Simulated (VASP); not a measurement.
# PtS2 (R-3m) in VASP: notebook

The runs below take PtS2 through single point, with r2SCAN, PBEsol, PBE.

All numbers are computed with VASP 6.6.1; they aren't measurements. Logs are shortened: lines on timing, memory, paths and dates and some standing lists are left out, and cuts for length are marked.

## (1) The cell of the first run

It takes space group R-3m (No. 166, trigonal). Conventional cell: a = 3.529 Å, b = 3.529 Å, c = 16.569 Å, α = 90.00°, β = 90.00°, γ = 120.00°. Within 3.2 Å of Pt (site symmetry -3m) lie 6 S at 2.39 Å. S (site symmetry 3m) has 3 Pt at 2.39 Å within 3.2 Å.

## (2) Single point, r2SCAN

Input file POSCAR:

```
PtS2
1.0
    1.7644429032      1.0187015851      5.5230462059
   -1.7644429032      1.0187015851      5.5230462059
    0.0000000000     -2.0374031703      5.5230462059
Pt S
1 2
Direct
    0.0000000000      0.0000000000      0.0000000000
    0.2583047869      0.2583047869      0.2583047869
    0.7416952131      0.7416952131      0.7416952131
```

Input file INCAR.step1:

```
SYSTEM = PtS2
ALGO     = Normal         ! electronic algorithm
EDIFF    = 1E-4           ! SCF threshold, eV
ENCUT    = 520            ! plane-wave cutoff, eV
GGA      = PE             ! functional
ISMEAR   = 0              ! smearing method
LASPH    = .True.         ! aspherical terms in the spheres
LCHARG   = .False.        ! write CHGCAR
LREAL    = .False.        ! projectors in reciprocal space
LWAVE    = .True.         ! write WAVECAR
NBANDS   = 18             ! bands
NELM     = 60             ! most SCF steps
PREC     = Accurate       ! precision mode
SIGMA    = 0.01           ! smearing width, eV
```

Input file INCAR.step2:

```
SYSTEM = PtS2
ALGO     = Normal         ! electronic algorithm
EDIFF    = 1E-6           ! SCF threshold, eV
ENCUT    = 520            ! plane-wave cutoff, eV
ISIF     = 2              ! what is computed and relaxed
ISMEAR   = 0              ! smearing method
ISTART   = 1            
LASPH    = .True.         ! aspherical terms in the spheres
LCHARG   = .True.         ! write CHGCAR
LELF     = .True.         ! ELF
LMIXTAU  = .True.       
LREAL    = .False.        ! projectors in reciprocal space
LVHAR    = .True.       
LWAVE    = .False.        ! write WAVECAR
METAGGA  = R2SCAN         ! meta-GGA
NBANDS   = 18             ! bands
NELM     = 60             ! most SCF steps
PREC     = Accurate       ! precision mode
SIGMA    = 0.01           ! smearing width, eV
```

Input file KPOINTS:

```
k-points
0
Gamma
  4 4 4
  0 0 0
```

Potentials or basis: VASP PAW PBE potentials, release 64 (Pt, S).

On the command line:

```sh
$ cat potpaw_PBE.64/Pt/POTCAR potpaw_PBE.64/S/POTCAR > POTCAR
$ cp INCAR.step1 INCAR
$ mpirun -np 1 vasp_std > vasp.out
$ cp INCAR.step2 INCAR
$ mpirun -np 1 vasp_std > vasp.out
```

OUTCAR:

```text
SYSTEM = PtS2
   EDIFF = 1E-6
   ENCUT = 520
   ISIF = 2
   ISMEAR = 0
   ISTART = 1
   LASPH = .True.
   LREAL = .False.
   METAGGA = R2SCAN
   NELM = 60
   PREC = Accurate

 ion  position               nearest neighbor table
   1  0.000  0.000  0.000-   3 2.39   3 2.39   2 2.39   2 2.39   3 2.39   2 2.39
   2  0.258  0.258  0.258-   1 2.39   1 2.39   1 2.39
   3  0.742  0.742  0.742-   1 2.39   1 2.39   1 2.39

  LATTYP: Found a trigonal (rhomboedric) cell.
 ALAT       =     5.8868540895
 COS(alpha) =     0.8203287162

  Lattice vectors:

 A1 = (   1.7644429032,   1.0187015851,   5.5230462059)
 A2 = (  -1.7644429032,   1.0187015851,   5.5230462059)
 A3 = (   0.0000000000,  -2.0374031703,   5.5230462059)

Analysis of symmetry for initial positions (statically):
=====================================================================
 Subroutine PRICEL returns:
 Original cell was already a primitive cell.

 Routine SETGRP: Setting up the symmetry group for a
 trigonal (rhombohedral) supercell.

 Subroutine GETGRP returns: Found 12 space group operations
 (whereof 12 operations were pure point group operations)
 out of a pool of 12 trial point group operations.

The static configuration has the point symmetry D_3d.

Analysis of symmetry for dynamics (positions and initial velocities):
=====================================================================
 Subroutine PRICEL returns:
 Original cell was already a primitive cell.

 Routine SETGRP: Setting up the symmetry group for a
 trigonal (rhombohedral) supercell.

 Subroutine GETGRP returns: Found 12 space group operations
 (whereof 12 operations were pure point group operations)
 out of a pool of 12 trial point group operations.

The dynamic configuration has the point symmetry D_3d.

 Subroutine INISYM returns: Found 12 space group operations
 (whereof 12 operations are pure point group operations),
 and found     1 'primitive' translations

----------------------------------------------------------------------------------------

                                     Primitive cell

  volume of cell :      59.5641

  direct lattice vectors                    reciprocal lattice vectors
     1.764442903  1.018701585  5.523046206     0.283375562  0.163606957  0.060353168
    -1.764442903  1.018701585  5.523046206    -0.283375562  0.163606957  0.060353168
     0.000000000 -2.037403170  5.523046206     0.000000000 -0.327213914  0.060353168

  length of vectors
     5.886854089  5.886854089  5.886854089     0.332733303  0.332733303  0.332733303

  position of ions in fractional coordinates (direct lattice)
     0.000000000  0.000000000  0.000000000
     0.258304787  0.258304787  0.258304787
     0.741695213  0.741695213  0.741695213

  ion indices of the primitive-cell ions
   primitive index   ion index
                 1           1
                 2           2
                 3           3

----------------------------------------------------------------------------------------

 KPOINTS: k-points

Automatic generation of k-mesh.
 Grid dimensions read from file:
 generate k-points for:    4    4    4

 Generating k-lattice:

  Cartesian coordinates                     Fractional coordinates (reciprocal lattice)
     0.070843891  0.040901739  0.015088292     0.250000000 -0.000000000  0.000000000
    -0.070843891  0.040901739  0.015088292    -0.000000000  0.250000000  0.000000000
     0.000000000 -0.081803479  0.015088292     0.000000000  0.000000000  0.250000000

  Length of vectors
     0.083183326  0.083183326  0.083183326

  Shift w.r.t. Gamma in fractional coordinates (k-lattice)
     0.000000000  0.000000000  0.000000000

 Subroutine IBZKPT returns following result:
 ===========================================

 Found     13 irreducible k-points:

 Following reciprocal coordinates:
            Coordinates               Weight
  0.000000  0.000000  0.000000      1.000000
  0.250000  0.000000  0.000000      6.000000
  0.500000  0.000000  0.000000      3.000000
  0.250000  0.250000  0.000000      6.000000
  0.500000  0.250000  0.000000     12.000000
 -0.250000  0.250000  0.000000      6.000000
  0.500000  0.500000  0.000000      3.000000
  0.250000  0.250000  0.250000      2.000000
  0.500000  0.250000  0.250000      6.000000
 -0.250000  0.250000  0.250000      6.000000
  0.500000  0.500000  0.250000      6.000000
 -0.250000  0.500000  0.250000      6.000000
  0.500000  0.500000  0.500000      1.000000
   k-points           NKPTS =     13   k-points in BZ     NKDIM =     13   number of bands    NBANDS=     18
   number of dos      NEDOS =    301   number of ions     NIONS =      3
   total plane-waves  NPLWV = 110592
   dimension x,y,z NGX =    48 NGY =   48 NGZ =   48
   dimension x,y,z NGXF=    96 NGYF=   96 NGZF=   96
   ions per type =               1   2
   NGX,Y,Z   is equivalent  to a cutoff of  13.56, 13.56, 13.56 a.u.
   NGXF,Y,Z  is equivalent  to a cutoff of  27.11, 27.11, 27.11 a.u.
 SYSTEM =  PtS2
   PREC   = accura    normal or accurate (medium, high low for compatibility)
   ISTART =      1    job   : 0-new  1-cont  2-samecut
   ICHARG =      0    charge: 1-file 2-atom 10-const
   ISPIN  =      1    spin polarized calculation?
   LNONCOLLINEAR =      F non collinear calculations
   LSORBIT =      F    spin-orbit coupling
   LASPH  =      T    aspherical Exc in radial PAW
   ENCUT  =  520.0 eV  38.22 Ry    6.18 a.u.  10.95 10.95 10.95*2*pi/ulx,y,z
   NELM   =     60;   NELMIN=  2; NELMDL=  0     # of ELM steps
   EDIFF  = 0.1E-05   stopping-criterion for ELM
   LREAL  =      F    real-space projection
   EDIFFG = 0.1E-04   stopping-criterion for IOM
   NSW    =      0    number of steps for IOM
   IBRION =     -1    ionic relax: 0-MD 1-quasi-New 2-CG
   NFREE  =      0    steps in history (QN), initial steepest desc. (CG)
   ISIF   =      2    stress and relaxation
   ISYM   =      2    0-nonsym 1-usesym 2-fastsym
   POTIM  = 0.5000    time-step for ionic-motion
   TEBEG  =    0.0;   TEEND  =   0.0 temperature during run
   PSTRESS=    0.0 pullay stress
   NELECT =      22.0000    total number of electrons
   NUPDOWN=      -1.0000    fix difference up-down
   EMIN   =  10.00;   EMAX   =-10.00  energy-range for DOS
   EFERMI =   0.00;   METHOD = LEGACY
   ISMEAR =     0;   SIGMA  =   0.01  broadening in eV -4-tet -1-fermi 0-gaus
   EFERMI_NEDOS =   21; number of points for ismear=-14 and -15
   IALGO  =     38    algorithm
   IMIX   =      4    mixing-type and parameters
     AMIX     =   0.40;   BMIX     =  1.00
     AMIX_MAG =   1.60;   BMIX_MAG =  1.00
  volume/ion in A,a.u.               =      19.85       133.99
  Fermi-wavevector in a.u.,A,eV,Ry     =   1.174593  2.219660 18.771545  1.379670
  Thomas-Fermi vector in A             =   2.310988
   LORBIT       =      0    0 simple, 1 ext, 2 COOP (PROOUT), +10 PAW based schemes
   METAGGA = R2SCAN    functional components
   LHFCALC =     F    Hartree Fock is set to
   AEXX    =    0.0000 exact exchange contribution
   IVDW    =     0    specifies the selected vdW correction
   LEPSILON=     F    determine dielectric tensor
   LRPA    =     F    only Hartree local field effects (RPA)
 non-spin polarized calculation
 Gauss-broadening in eV      SIGMA  =   0.01
  energy-cutoff  :      520.00
  volume of cell :       59.56
 maximum number of plane-waves:      1635
 NGX is ok and might be reduce to    48
   NGX = 21   NGY = 21   NGZ = 21

 number of electron      21.9999999 magnetization

 Free energy of the ion-electron system (eV)
  ---------------------------------------------------
  ext. energy  EPLUGINS =         0.00000000
  ---------------------------------------------------
  free energy    TOTEN  =       -68.83831944 eV

  energy without entropy =      -68.83831944  energy(sigma->0) =      -68.83831944

 E-fermi :   5.0482     XC(G=0): -10.7620

 val. band max:        5.0041536204   @ k =   0.0000   0.0000   0.0000
 cond. band min:       6.2945903318   @ k =  -0.2500   0.2500   0.0000
 fundamental gap:      1.2904367115
 Fermi energy:         5.0481832239

 k-point     1 :       0.0000    0.0000    0.0000
  band No.  band energies     occupation
      1     -10.1602      2.00000
      2      -7.5632      2.00000
      3      -1.3738      2.00000
      4      -1.1615      2.00000
      5      -1.1615      2.00000
      6       1.5753      2.00000
[... 10 lines left out ...]
     17      13.8582      0.00000
     18      17.1971      0.00000

 k-point     2 :       0.2500    0.0000    0.0000
  band No.  band energies     occupation
      1      -9.3908      2.00000
      2      -7.7990      2.00000
      3      -1.0608      2.00000
      4      -0.7676      2.00000
      5      -0.3677      2.00000
      6       0.3245      2.00000
[... 10 lines left out ...]
     17      15.5778      0.00000
     18      15.9074      0.00000

 k-point     3 :       0.5000    0.0000    0.0000
  band No.  band energies     occupation
      1      -8.4342      2.00000
      2      -7.9156      2.00000
      3      -1.9208      2.00000
      4      -0.6012      2.00000
      5       0.0669      2.00000
      6       0.8507      2.00000
[... 10 lines left out ...]
     17      16.1696      0.00000
     18      16.2116      0.00000

 k-point     4 :       0.2500    0.2500    0.0000
  band No.  band energies     occupation
      1      -9.3536      2.00000
      2      -7.8588      2.00000
      3      -0.9304      2.00000
      4      -0.7601      2.00000
      5      -0.5235      2.00000
      6       0.3699      2.00000
[... 144 lines left out ...]
      4      -0.7360      2.00000
      5      -0.2146      2.00000
      6       0.4989      2.00000
[... 10 lines left out ...]
     17      15.6197      0.00000
     18      15.7883      0.00000

 k-point    12 :      -0.2500    0.5000    0.2500
  band No.  band energies     occupation
      1      -8.2705      2.00000
      2      -8.0993      2.00000
      3      -1.2602      2.00000
      4      -0.8568      2.00000
      5      -0.1640      2.00000
      6       0.4771      2.00000
[... 10 lines left out ...]
     17      14.5505      0.00000
     18      16.3319      0.00000

 k-point    13 :       0.5000    0.5000    0.5000
  band No.  band energies     occupation
      1      -9.9750      2.00000
      2      -7.9791      2.00000
      3      -1.1436      2.00000
      4      -1.1436      2.00000
      5      -0.4675      2.00000
      6       1.5797      2.00000
[... 10 lines left out ...]
     17      14.3063      0.00000
     18      15.3328      0.00000

------------------------ aborting loop because EDIFF is reached ----------------------------------------

  FORCE on cell =-STRESS in cart. coord.  units (eV):
  Direction    XX          YY          ZZ          XY          YZ          ZX
  --------------------------------------------------------------------------------------
  -------------------------------------------------------------------------------------
  Total        0.4922693      0.4922693      0.3219054      0.0000000     -0.0000000      0.0000000
  in kB       13.2412458     13.2412458      8.6587313      0.0000000     -0.0000000      0.0000000
  external PRESSURE =      11.7137410 kB  Pullay stress =       0.0000000 kB

 VOLUME and BASIS-vectors are now :
 -----------------------------------------------------------------------------
  energy-cutoff  :      520.00
  volume of cell :       59.56
      direct lattice vectors                 reciprocal lattice vectors
     1.764442903  1.018701585  5.523046206     0.283375562  0.163606957  0.060353168
    -1.764442903  1.018701585  5.523046206    -0.283375562  0.163606957  0.060353168
     0.000000000 -2.037403170  5.523046206     0.000000000 -0.327213914  0.060353168

 POSITION                                       TOTAL-FORCE (eV/Angst)
 -----------------------------------------------------------------------------------
      0.00000      0.00000      0.00000         0.000000     -0.000000      0.000000
      0.00000     -0.00000      4.27989         0.000000      0.000000     -0.003183
      0.00000     -0.00000     12.28925         0.000000     -0.000000      0.003183
 -----------------------------------------------------------------------------------
    total drift:                               -0.000000     -0.000000      0.000000

  FREE ENERGIE OF THE ION-ELECTRON SYSTEM (eV)
  ---------------------------------------------------
  free  energy   TOTEN  =       -68.8383194383 eV

  energy  without entropy=      -68.8383194383  energy(sigma->0) =      -68.83831944
```

It took 2.8 min on 1 thread of AMD EPYC 7R43 (Zen 3), shared host; peak memory 0.32 GiB.

What came out:

- Free energy: -68.8383 eV
- Pressure: 1.2 GPa
- Largest force: 0.003 eV/Å
- Band gap on the k mesh: 1.29 eV, indirect (least direct gap 1.42 eV)

Forces in eV/Å, atoms in the order of the input:
```
Pt   0.000  0.000  0.000
S    0.000  0.000 -0.003
S    0.000  0.000  0.003
```

Caveat: the k points lie up to 0.52 Å⁻¹ apart; the PAW data sets were made with another functional, which shifts forces and pressure a little; spin-orbit coupling is left out, which moves the levels of the heavy elements. r2SCAN opens gaps a little over a GGA but as a rule still falls short of measured ones.

[end of part 1 of 2]
